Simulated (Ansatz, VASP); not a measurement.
One calculation of BN, two programs

```
CELL_PARAMETERS angstrom
0.00000 1.71897 1.71897
1.71897 0.00000 1.71897
1.71897 1.71897 0.00000
ATOMIC_POSITIONS crystal
B 0.00000 0.00000 0.00000
N 0.25000 0.25000 0.25000
```

Alike in both runs: task single point; functional PBE; k mesh 10 × 10 × 10; no spin polarisation.

```csv
,VASP,Ansatz
version,VASP 6.6.1,Ansatz 0.2.0
potentials or method,"VASP PAW PBE potentials, release 64 (B, N)","scalar-relativistic, plane waves, norm-conserving pseudopotentials"
plane-wave cutoff (eV),600,1240
occupations,"gaussian, width 0.01 eV",fixed
valence electrons in the cell,8,8
```

VASP gave:

| Item | Value |
| --- | --- |
| gap on the k mesh at the Fermi level (eV) | 4.60 |
| least direct gap on the mesh (eV) | 9.54 |

Estimate Ansatz's values.

gap on the k mesh at the Fermi level (eV): 4.61; least direct gap on the mesh (eV): 9.55.
